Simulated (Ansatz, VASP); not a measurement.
# FeNi3: VASP beside Ansatz

```
CELL_PARAMETERS angstrom
3.58047 0.00000 0.00000
0.00000 3.58047 0.00000
0.00000 0.00000 3.58047
ATOMIC_POSITIONS crystal
Fe 0.00000 0.00000 0.00000
Ni 0.00000 0.50000 0.50000
Ni 0.50000 0.00000 0.50000
Ni 0.50000 0.50000 0.00000
```

Alike in both runs: functional RPBE; k mesh 6 × 6 × 6; collinear spin.

Ansatz relaxed the structure, and its values are those at the end. VASP's run is a single point on that final structure, the one shown.

|  | VASP | Ansatz |
| --- | --- | --- |
| version | VASP 6.6.1 | Ansatz 0.2.0 |
| potentials or method | VASP PAW PBE potentials, release 64 (Fe, Ni), cutoff 520 eV | plane waves, PAW |
| occupations | fermi-dirac, width 0.1 eV | fermi-dirac |
| valence electrons in the cell | 38 | 70 |

```tsv
	VASP	Ansatz	Ansatz less VASP
pressure (GPa)	0.2	0.0	-0.24
net moment per atom (μB)	1.23	1.24	+0.011
size of the moment on the site where the two differ most (μB)	0.67	0.72	+0.052
```

VASP's potentials were made for PBE, not for RPBE. Site moments also hang on the region over which each program counts them. VASP's potentials hold 38 valence electrons a cell and Ansatz's 70, so a difference there can come from the potentials and not from the codes.
